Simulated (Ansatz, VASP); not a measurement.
**Two plane-wave programs on ZnSe**

The input POSCAR:

```
ZnSe
1.0
    0.0000000000      2.8570826311      2.8570826311
    2.8570826311      0.0000000000      2.8570826311
    2.8570826311      2.8570826311      0.0000000000
Zn Se
1 1
Direct
    0.0000000000      0.0000000000      0.0000000000
    0.7500000000      0.7500000000      0.7500000000
```

INCAR.step1

```
SYSTEM = ZnSe
PREC     = Accurate       ! precision mode
ENCUT    = 520            ! plane-wave cutoff, eV
ISMEAR   = 0              ! smearing method
SIGMA    = 0.05           ! smearing width, eV
LREAL    = .False.        ! projectors in reciprocal space
LASPH    = .True.         ! aspherical terms in the spheres
NELM     = 100            ! most SCF steps
NBANDS   = 16             ! bands
GGA      = PE             ! functional
ALGO     = Normal         ! electronic algorithm
EDIFF    = 1E-4           ! SCF threshold, eV
LWAVE    = .True.         ! write WAVECAR
LCHARG   = .False.        ! write CHGCAR
```

Contents of INCAR.step2:

```
SYSTEM = ZnSe
PREC     = Accurate       ! precision mode
ENCUT    = 520            ! plane-wave cutoff, eV
EDIFF    = 1E-6           ! SCF threshold, eV
ISMEAR   = 0              ! smearing method
SIGMA    = 0.05           ! smearing width, eV
LREAL    = .False.        ! projectors in reciprocal space
LASPH    = .True.         ! aspherical terms in the spheres
NELM     = 100            ! most SCF steps
ALGO     = Normal         ! electronic algorithm
ISIF     = 2              ! what is computed and relaxed
LWAVE    = .False.        ! write WAVECAR
LCHARG   = .False.        ! write CHGCAR
METAGGA  = R2SCAN         ! meta-GGA
LMIXTAU  = .True.       
LUSE_VDW = .True.       
IVDW_NL  = 2            
BPARAM   = 11.95        
CPARAM   = 0.0093       
NBANDS   = 16             ! bands
ISTART   = 1
```

The input KPOINTS:

```
Automatic mesh
0
Gamma
  8 8 8
  0 0 0
```

Input for Ansatz:

```yaml
crystal:
  lattice:
    - [0.0, 2.8570826311, 2.8570826311]
    - [2.8570826311, 0.0, 2.8570826311]
    - [2.8570826311, 2.8570826311, 0.0]
  atoms:
    - { symbol: Zn, position: [0.0, 0.0, 0.0] }
    - { symbol: Se, position: [0.75, 0.75, 0.75] }
basis:
  ecutwfc: 500
  ecutrho_ratio: 4
kpoints:
  mp_grid: { grid: [8, 8, 8] }
hamiltonian:
  xc: r2scan
  dispersion: rvv10
scf:
  occupations: { method: gaussian, width: 0.05 }
output:
  forces: true
  stress: true
  eigenvalues: true
```

Alike in both runs: task single point; functional r2SCAN; dispersion rVV10; k mesh 8 × 8 × 8; occupations gaussian, width 0.05 eV; no spin polarisation.

|  | VASP | Ansatz |
| --- | --- | --- |
| version | VASP 6.6.1 | Ansatz 0.2.0 |
| potentials or method | VASP PAW PBE potentials, release 64 (Zn, Se), cutoff 520 eV | scalar-relativistic, plane waves, PAW |
| valence electrons in the cell | 18 | 28 |

```tsv
	VASP	Ansatz	Ansatz less VASP
gap on the k mesh at the Fermi level (eV)	1.72	1.71	-0.002
least direct gap on the mesh (eV)	1.72	1.71	-0.002
pressure (GPa)	-2.2	-2.4	-0.22
```

VASP's potentials were made for PBE, not for r2SCAN. VASP's potentials hold 18 valence electrons a cell and Ansatz's 28, so a difference there can come from the potentials and not from the codes.
